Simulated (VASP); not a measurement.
# Co (P6_3/mmc) in VASP: notebook, part 2 of 2

VASP 6.6.1. Earlier steps stand in the parts before.

### 4 Single point, PBE, collinear spin, ferromagnetic start

This run uses another cell than the first one, of 10.24 Å³/atom.

Contents of INCAR:

```
PREC = Accurate ; ENCUT = 600
EDIFF = 1E-6 ; ISMEAR = 0
SIGMA = 0.1 ; LREAL = False
LASPH = True ; NELM = 200
ALGO = Normal ; ISIF = 2
LWAVE = False ; LCHARG = False
ISPIN = 2 ; MAGMOM = 1.83 1.86 1.83 1.86
LORBIT = 11 ; LMAXMIX = 4
GGA = PE ; NBANDS = 30
GGA_COMPAT = False
```

Contents of KPOINTS:

```
regular mesh
0
Gamma
  18 18 6
```

Contents of POSCAR:

```
Co
1.0
    2.4428088084      0.0000000000      0.0000000000
   -1.2214044042      2.1155344846      0.0000000000
    0.0000000000      0.0000000000      7.9265508404
Co
4
Direct
    0.0000000000      0.0000000000      0.0000000000
    0.3333333333      0.6666666667      0.2500000000
    0.0000000000      0.0000000000      0.5000000000
    0.6666666667      0.3333333333      0.7500000000
```

Potentials or basis: VASP PAW PBE potentials, release 64 (Co).

Command:

```sh
$ cat potpaw_PBE.64/Co/POTCAR > POTCAR
$ mpirun -np 1 vasp_std > vasp.out
```

OUTCAR:

```text
PREC = Accurate
   ENCUT = 600
   EDIFF = 1E-6
   ISMEAR = 0
   LREAL = False
   LASPH = True
   NELM = 200
   ISIF = 2
   ISPIN = 2
   LORBIT = 11
   GGA = PE

 ion  position               nearest neighbor table
   1  0.000  0.000  0.000-   2 2.43   4 2.43   2 2.43   4 2.43   4 2.43   2 2.43
   2  0.333  0.667  0.250-   1 2.43   3 2.43   1 2.43   3 2.43   1 2.43   3 2.43
   3  0.000  0.000  0.500-   2 2.43   4 2.43   2 2.43   4 2.43   4 2.43   2 2.43
   4  0.667  0.333  0.750-   1 2.43   3 2.43   1 2.43   3 2.43   1 2.43   3 2.43

  LATTYP: Found a hexagonal cell.
 ALAT       =     2.4428088084
 C/A-ratio  =     3.2448510965

  Lattice vectors:

 A1 = (   2.4428088084,   0.0000000000,   0.0000000000)
 A2 = (  -1.2214044042,   2.1155344846,   0.0000000000)
 A3 = (   0.0000000000,   0.0000000000,   7.9265508404)

Analysis of symmetry for initial positions (statically):
=====================================================================
 Subroutine PRICEL returns:
 Original cell was already a primitive cell.

 Routine SETGRP: Setting up the symmetry group for a
 hexagonal supercell.

 Subroutine GETGRP returns: Found 24 space group operations
 (whereof 12 operations were pure point group operations)
 out of a pool of 24 trial point group operations.

The static configuration has the point symmetry D_3d.
 The point group associated with its full space group is D_6h.

Analysis of symmetry for dynamics (positions and initial velocities):
=====================================================================
 Subroutine PRICEL returns:
 Original cell was already a primitive cell.

 Routine SETGRP: Setting up the symmetry group for a
 hexagonal supercell.

 Subroutine GETGRP returns: Found 24 space group operations
 (whereof 12 operations were pure point group operations)
 out of a pool of 24 trial point group operations.

The dynamic configuration has the point symmetry D_3d.
 The point group associated with its full space group is D_6h.
[... 164 lines left out ...]

  energy without entropy =      -28.01558764  energy(sigma->0) =      -28.02363238

 E-fermi :  11.1656     XC(G=0): -13.7475

 val. band max:       11.1651796950   @ k =   0.2778   0.0556   0.0000
 cond. band min:      11.1670707126   @ k =   0.0000   0.0000   0.0000
 fundamental gap:      0.0018910176
 Fermi energy:        11.1655839354

 spin component 1

 k-point     1 :       0.0000    0.0000    0.0000
  band No.  band energies     occupation
      1       1.8412      1.00000
      2       4.1469      1.00000
      3       4.1702      1.00000
      4       5.7032      1.00000
      5       8.0448      1.00000
      6       8.0765      1.00000
[... 781 lines left out ...]
     29      24.1837      0.00000
     30      25.0781      0.00000

 [... further k-points ...]

 spin component 2

 k-point     1 :       0.0000    0.0000    0.0000
  band No.  band energies     occupation
      1       1.8591      1.00000
      2       4.2500      1.00000
      3       4.2531      1.00000
      4       6.6063      1.00000
      5       9.3406      1.00000
      6       9.4037      1.00000
[... 781 lines left out ...]
     29      24.5136      0.00000
     30      25.5566      0.00000

 [... further k-points ...]

------------------------ aborting loop because EDIFF is reached ----------------------------------------

  FORCE on cell =-STRESS in cart. coord.  units (eV):
  Direction    XX          YY          ZZ          XY          YZ          ZX
  --------------------------------------------------------------------------------------
  -------------------------------------------------------------------------------------
  Total        3.5537581      3.5537581      3.5293206      0.0000000      0.0000000      0.0000000
  in kB      138.9967385    138.9967385    138.0409256      0.0000000      0.0000000      0.0000000
  external PRESSURE =     138.6781342 kB  Pullay stress =       0.0000000 kB

 VOLUME and BASIS-vectors are now :
 -----------------------------------------------------------------------------
  energy-cutoff  :      600.00
  volume of cell :       40.96
      direct lattice vectors                 reciprocal lattice vectors
     2.442808808  0.000000000  0.000000000     0.409364825  0.236346892  0.000000000
    -1.221404404  2.115534485  0.000000000     0.000000000  0.472693784  0.000000000
     0.000000000  0.000000000  7.926550840     0.000000000  0.000000000  0.126158277

 POSITION                                       TOTAL-FORCE (eV/Angst)
 -----------------------------------------------------------------------------------
      0.00000      0.00000      0.00000        -0.000000      0.000000      0.000000
     -0.00000      1.41036      1.98164        -0.000000     -0.000000     -0.000000
      0.00000      0.00000      3.96328        -0.000000      0.000000      0.000000
      1.22140      0.70518      5.94491         0.000000      0.000000      0.000000
 -----------------------------------------------------------------------------------
    total drift:                                0.000000     -0.000000      0.000000

  FREE ENERGIE OF THE ION-ELECTRON SYSTEM (eV)
  ---------------------------------------------------
  free  energy   TOTEN  =       -28.0316771267 eV

  energy  without entropy=      -28.0155876417  energy(sigma->0) =      -28.02363238

 total charge

# of ion       s       p       d       tot
------------------------------------------
    1        0.515   0.573   7.307   8.394
    2        0.515   0.576   7.298   8.389
    3        0.515   0.573   7.307   8.394
    4        0.515   0.576   7.298   8.389
--------------------------------------------------
tot          2.059   2.298  29.210  33.567

 magnetization (x)

# of ion       s       p       d       tot
------------------------------------------
    1       -0.015  -0.051   1.646   1.580
    2       -0.014  -0.053   1.667   1.599
    3       -0.015  -0.051   1.646   1.580
    4       -0.014  -0.053   1.667   1.599
--------------------------------------------------
tot         -0.058  -0.209   6.626   6.359
```

OSZICAR:

```text
N       E                     dE             d eps       ncg     rms          rms(c)
DAV:   1     0.255407182272E+03    0.25541E+03   -0.16774E+04 18128   0.180E+03
DAV:   2    -0.154300765965E+02   -0.27084E+03   -0.25229E+03 17784   0.329E+02
DAV:   3    -0.317890924343E+02   -0.16359E+02   -0.15368E+02 19554   0.109E+02
DAV:   4    -0.320943831897E+02   -0.30529E+00   -0.30474E+00 21702   0.146E+01
DAV:   5    -0.321068133624E+02   -0.12430E-01   -0.12429E-01 24742   0.229E+00    0.223E+01
DAV:   6    -0.286466679263E+02    0.34601E+01   -0.23035E+01 19816   0.723E+01    0.943E+00
DAV:   7    -0.289766551530E+02   -0.32999E+00   -0.60892E+00 20980   0.475E+01    0.156E+01
DAV:   8    -0.284287600164E+02    0.54790E+00   -0.54651E+00 20990   0.497E+01    0.980E+00
DAV:   9    -0.280561861327E+02    0.37257E+00   -0.11454E+00 24382   0.209E+01    0.258E+00
DAV:  10    -0.280324954621E+02    0.23691E-01   -0.11807E-01 20890   0.390E+00    0.913E-01
DAV:  11    -0.280314926338E+02    0.10028E-02   -0.87808E-03 24166   0.999E-01    0.453E-01
DAV:  12    -0.280316007321E+02   -0.10810E-03   -0.21477E-03 27218   0.552E-01    0.130E-01
DAV:  13    -0.280316772581E+02   -0.76526E-04   -0.58213E-04 23592   0.241E-01    0.732E-02
DAV:  14    -0.280316724816E+02    0.47765E-05   -0.14351E-04 20694   0.237E-01    0.261E-02
DAV:  15    -0.280316772890E+02   -0.48074E-05   -0.12893E-05 21662   0.315E-02    0.236E-02
DAV:  16    -0.280316771267E+02    0.16227E-06   -0.75611E-06 17790   0.564E-02
   1 F= -.28031677E+02 E0= -.28023632E+02  d E =-.160895E-01  mag=     6.3285
```

stdout:

```text
POSCAR found type information on POSCAR Co
 POSCAR found :  1 types and       4 ions
 scaLAPACK will be used
 LDA part: xc-table for (Slater+PW92), standard interpolation
 POSCAR, INCAR and KPOINTS ok, starting setup
 FFT: planning ... GRIDC
 FFT: planning ... GRID_SOFT
 FFT: planning ... GRID
 WAVECAR not read
 entering main loop
```

It took 11 min on 1 thread of Oxide Virtual Turin-like, shared host; peak memory 0.37 GiB.

Results:

| Property | Result |
| --- | --- |
| Free energy | -28.0317 eV |
| Pressure | 13.9 GPa |
| Net moment | 6.33 μB per cell |
| Site moments | Co +1.58, +1.60 (each value once) μB |
| Valence electrons inside the program's atomic spheres | Co 8.39 |

Caveat: the cell stands under pressure.

### 5 Single point, PBE, collinear spin, ferromagnetic start

This run uses another cell than the first one, of 11.04 Å³/atom.

Contents of INCAR:

```
  PREC = Accurate
  ENCUT = 600
  EDIFF = 1E-6
  ISMEAR = 0
  SIGMA = 0.1
  LREAL = F
  LASPH = T
  NELM = 200
  ALGO = Normal
  ISIF = 2
  LWAVE = F
  LCHARG = F
  ISPIN = 2
  MAGMOM = 1.86 1.88 1.86 1.88
  LORBIT = 11
  LMAXMIX = 4
  GGA = PE
  NBANDS = 30
  GGA_COMPAT = F
```

Contents of KPOINTS:

```
Automatic mesh
0
Gamma
  18 18 6
```

Contents of POSCAR:

```
Co
1.0
    2.5035696943      0.0000000000      0.0000000000
   -1.2517848472      2.1681549554      0.0000000000
    0.0000000000      0.0000000000      8.1323898977
Co
4
Direct
    0.0000000000      0.0000000000      0.0000000000
    0.3333333333      0.6666666667      0.2500000000
    0.0000000000      0.0000000000      0.5000000000
    0.6666666667      0.3333333333      0.7500000000
```

Command:

```sh
$ cat potpaw_PBE.64/Co/POTCAR > POTCAR
$ mpirun -np 1 vasp_std > vasp.out
```

Run time: 12 min. Hardware: 1 thread of Oxide Virtual Turin-like, shared host; peak memory 0.39 GiB.

Results (log left out):

```yaml
Free_energy: -28.1212 eV
Pressure: -3.6 GPa
Net_moment: 6.53 μB per cell
Site_moments: Co +1.65, +1.66 (each value once) μB
Valence_electrons_inside_the_program's_atomic_spheres: Co 8.24
```

Levels at points of the mesh, in eV from the Fermi level:
Spin up:
```csv
k point,band 20,band 21,band 22,band 23,band 24,band 25
"(0.00, 0.00, 0.00)",-1.23,-1.23,-0.84,-0.84,-0.19,6.08
"(0.50, 0.00, 0.00)",-0.59,0.25,1.34,2.35,2.97,6.74
"(0.00, 0.00, 0.50)",-1.68,-1.01,-1.01,-1.01,-1.01,9.10
"(0.50, 0.00, 0.50)",-0.64,1.16,1.16,2.69,2.69,7.12
```
Spin down:
| k point | band 12 | band 13 | band 14 | band 15 | band 16 | band 17 |
| --- | --- | --- | --- | --- | --- | --- |
| (0.00, 0.00, 0.00) | -0.82 | -0.82 | -0.78 | -0.78 | -0.24 | 0.05 |
| (0.50, 0.00, 0.00) | -0.11 | -0.07 | 0.48 | 1.12 | 1.16 | 1.17 |
| (0.00, 0.00, 0.50) | -1.02 | -0.92 | -0.92 | -0.92 | -0.92 | 0.23 |
| (0.50, 0.00, 0.50) | -0.83 | -0.23 | -0.23 | 0.79 | 0.79 | 1.14 |

Caveat: the cell stands under tension.

### 6 Single point, PBE, collinear spin, ferromagnetic start (equal strain along all axes, cell held: +6.0 %)

Contents of INCAR:

```
SYSTEM = Co
  PREC = Accurate
  ENCUT = 520
  EDIFF = 1E-6
  ISMEAR = 0
  SIGMA = 0.1
  LREAL = .FALSE.
  LASPH = .TRUE.
  NELM = 150
  ALGO = Normal
  ISIF = 2
  LWAVE = .FALSE.
  LCHARG = .TRUE.
  ISPIN = 2
  MAGMOM = 1.88 1.88 1.88 1.88
  LORBIT = 11
  LMAXMIX = 4
  GGA = PE
  LVHAR = .TRUE.
  NBANDS = 30
  KPAR = 4
```

Contents of KPOINTS:

```
Automatic mesh
0
G
  24 24 8
  0 0 0
```

Contents of POSCAR:

```
Co
1.0
    2.6410907167      0.0000000000      0.0000000000
   -1.3205453583      2.2872516543      0.0000000000
    0.0000000000      0.0000000000      8.5789165063
Co
4
Direct
    0.0000000000      0.0000000000      0.0000000000
    0.3333333333      0.6666666667      0.2500000000
    0.0000000000      0.0000000000      0.5000000000
    0.6666666667      0.3333333333      0.7500000000
```

Potentials or basis: VASP PAW PBE potentials, release 64 (Co).

Command:

```sh
$ cat potpaw_PBE.64/Co/POTCAR > POTCAR
$ mpirun -np 4 vasp_std > vasp.out
```

OUTCAR:

```text
SYSTEM = Co
   PREC = Accurate
   ENCUT = 520
   EDIFF = 1E-6
   ISMEAR = 0
   LREAL = .FALSE.
   LASPH = .TRUE.
   NELM = 150
   ISIF = 2
   ISPIN = 2
   LORBIT = 11
   GGA = PE

 ion  position               nearest neighbor table
   1  0.000  0.000  0.000-   2 2.63   4 2.63   2 2.63   4 2.63   4 2.63   2 2.63
   2  0.333  0.667  0.250-   1 2.63   3 2.63   1 2.63   3 2.63   1 2.63   3 2.63
   3  0.000  0.000  0.500-   2 2.63   4 2.63   2 2.63   4 2.63   4 2.63   2 2.63
   4  0.667  0.333  0.750-   1 2.63   3 2.63   1 2.63   3 2.63   1 2.63   3 2.63

  LATTYP: Found a hexagonal cell.
 ALAT       =     2.6410907167
 C/A-ratio  =     3.2482475714

  Lattice vectors:

 A1 = (   2.6410907167,   0.0000000000,   0.0000000000)
[... 1814 lines left out ...]
    -1.320545358  2.287251654  0.000000000     0.000000000  0.437205936  0.000000000
     0.000000000  0.000000000  8.578916506     0.000000000  0.000000000  0.116564837

 POSITION                                       TOTAL-FORCE (eV/Angst)
 -----------------------------------------------------------------------------------
      0.00000      0.00000      0.00000         0.000000      0.000000      0.000000
     -0.00000      1.52483      2.14473         0.000000      0.000000     -0.000000
      0.00000      0.00000      4.28946         0.000000      0.000000      0.000000
      1.32055      0.76242      6.43419        -0.000000      0.000000      0.000000
 -----------------------------------------------------------------------------------
    total drift:                                0.000000     -0.000000      0.000000

  FREE ENERGIE OF THE ION-ELECTRON SYSTEM (eV)
  ---------------------------------------------------
  free  energy   TOTEN  =       -27.3686967397 eV

  energy  without entropy=      -27.3469992085  energy(sigma->0) =      -27.35784797

 total charge

# of ion       s       p       d       tot
------------------------------------------
    1        0.425   0.388   7.169   7.982
    2        0.424   0.390   7.163   7.977
    3        0.425   0.388   7.169   7.982
    4        0.424   0.390   7.163   7.977
--------------------------------------------------
tot          1.700   1.556  28.663  31.919

 magnetization (x)

# of ion       s       p       d       tot
------------------------------------------
    1       -0.011  -0.046   1.856   1.800
    2       -0.010  -0.047   1.872   1.815
    3       -0.011  -0.046   1.856   1.800
    4       -0.010  -0.047   1.872   1.815
--------------------------------------------------
tot         -0.042  -0.185   7.457   7.230
```

stdout:

```text
POSCAR found type information on POSCAR Co
 POSCAR found :  1 types and       4 ions
 scaLAPACK will be used
 LDA part: xc-table for (Slater+PW92), standard interpolation
 POSCAR, INCAR and KPOINTS ok, starting setup
 FFT: planning ... GRIDC
 FFT: planning ... GRID_SOFT
 FFT: planning ... GRID
 WAVECAR not read
 entering main loop
```

It took 5.7 min on 4 MPI ranks of Oxide Virtual Turin-like, shared host; peak memory 0.64 GiB.

What came out:

```yaml
Free_energy: -27.3687 eV
Pressure: -24.2 GPa
Net_moment: 7.03 μB per cell
Site_moments: Co +1.80, +1.81 (each value once) μB
Valence_electrons_inside_the_program's_atomic_spheres: Co 7.98
```

Stress tensor (GPa, compression positive):
```
-24.16   0.00   0.00
  0.00 -24.16   0.00
  0.00   0.00 -24.24
```

Levels at points of the mesh, in eV from the Fermi level:
Spin up:
```csv
k point,band 18,band 19,band 20,band 21,band 22,band 23,band 24,band 25,band 26,band 27
"(0.00, 0.00, 0.00)",-1.68,-1.68,-1.42,-1.42,-1.12,-1.12,-0.07,4.78,12.92,12.93
"(0.50, 0.00, 0.00)",-0.95,-0.92,-0.90,0.24,1.22,1.78,2.36,5.44,5.47,9.00
"(0.00, 0.00, 0.50)",-1.79,-1.76,-1.76,-1.25,-1.25,-1.25,-1.25,7.72,7.72,18.78
"(0.50, 0.00, 0.50)",-1.06,-0.95,-0.95,0.85,0.85,2.16,2.16,5.90,5.90,7.65
```
Spin down:
| k point | band 11 | band 12 | band 13 | band 14 | band 15 | band 16 | band 17 | band 18 |
| --- | --- | --- | --- | --- | --- | --- | --- | --- |
| (0.00, 0.00, 0.00) | -0.80 | -0.59 | -0.59 | -0.58 | -0.58 | -0.17 | 0.13 | 0.13 |
| (0.50, 0.00, 0.00) | -0.56 | -0.02 | 0.02 | 0.46 | 0.96 | 0.99 | 1.00 | 1.00 |
| (0.00, 0.00, 0.50) | -0.74 | -0.74 | -0.68 | -0.68 | -0.68 | -0.68 | 0.26 | 0.26 |
| (0.50, 0.00, 0.50) | -0.59 | -0.59 | -0.16 | -0.16 | 0.70 | 0.70 | 0.97 | 0.97 |

Caveat: the cell differs from its parent crystal (equal strain along all axes, cell held: +6.0 %); the cell stands under tension.

### 7 The runs side by side

| cell | k mesh | cutoff (eV) | gap on the mesh (eV) | pressure (GPa) | moment (μB) |
| --- | --- | --- | --- | --- | --- |
| a = 2.492, b = 2.492, c = 8.093 Å, angles 90.0, 90.0, 120.0°, 4 atoms | 24 × 24 × 8 | 520 | none | -0.5 | 6.53 |
| a = 2.342, b = 2.342, c = 7.608 Å, angles 90.0, 90.0, 120.0°, 4 atoms | 24 × 24 × 8 | 520 | none | 60.0 | 5.99 |
| a = 2.443, b = 2.443, c = 7.927 Å, angles 90.0, 90.0, 120.0°, 4 atoms | 18 × 18 × 6 | 600 | none | 13.9 | 6.33 |
| a = 2.504, b = 2.504, c = 8.132 Å, angles 90.0, 90.0, 120.0°, 4 atoms | 18 × 18 × 6 | 600 | none | -3.6 | 6.53 |
| a = 2.641, b = 2.641, c = 8.579 Å, angles 90.0, 90.0, 120.0°, 4 atoms | 24 × 24 × 8 | 520 | none | -24.2 | 7.03 |

Alike in all rows: task single point; level PBE; potentials or basis VASP PAW PBE potentials, release 64 (Co); spin collinear, ferromagnetic start; smearing gaussian 0.1 eV.

Caveats: the cell stands under pressure (at least some runs); the cell stands under tension (at least some runs).

Absolute energies hang on the potentials; compare differences alone.
